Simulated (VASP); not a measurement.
Runs of VASP 6.6.1 on Ge. The structure is that of space group R-3 (No. 148), or close to it. The cells are those of the table. 

| cell | gap on the mesh (eV) | pressure (GPa) | largest force (eV/Å) |
| --- | --- | --- | --- |
| a = 5.877 Å, angles 109.5°, 8 atoms | none | 4.2 | 0.29 |
| a = 6.146 Å, angles 110.4°, 8 atoms | none | -3.2 | 0.21 |
| a = 6.051 Å, angles 108.9°, 8 atoms | none | (a) | 0.54 |
| a = 6.110 Å, angles 111.4°, 8 atoms | none | (b) | 1.08 |
| a = 5.917 Å, angles 108.4°, 8 atoms | none | 0.0 | 0.66 |
| a = 5.784 Å, angles 107.9°, 8 atoms | none | 4.8 | 0.86 |

Alike in all rows: task single point; level PBEsol; potentials or basis VASP PAW PBE potentials, release 64 (Ge_d); no spin polarisation; k mesh 9 × 9 × 9; cutoff (eV) 520; smearing gaussian 0.15 eV.

Question: Fill in the values left out.

Answer: (a) -3.4; (b) 1.6.

Caveats: the PAW data sets were made with another functional, which shifts forces and pressure a little; semilocal functionals underestimate gaps, so a narrow gap can read as zero (at least some runs); the cell stands under pressure (at least some runs); the cell stands under tension (at least some runs).

A k mesh can miss the band edges, and the runs leave out spin-orbit coupling on Ge.

A gap of «none» marks levels without a gap at the run's occupations.
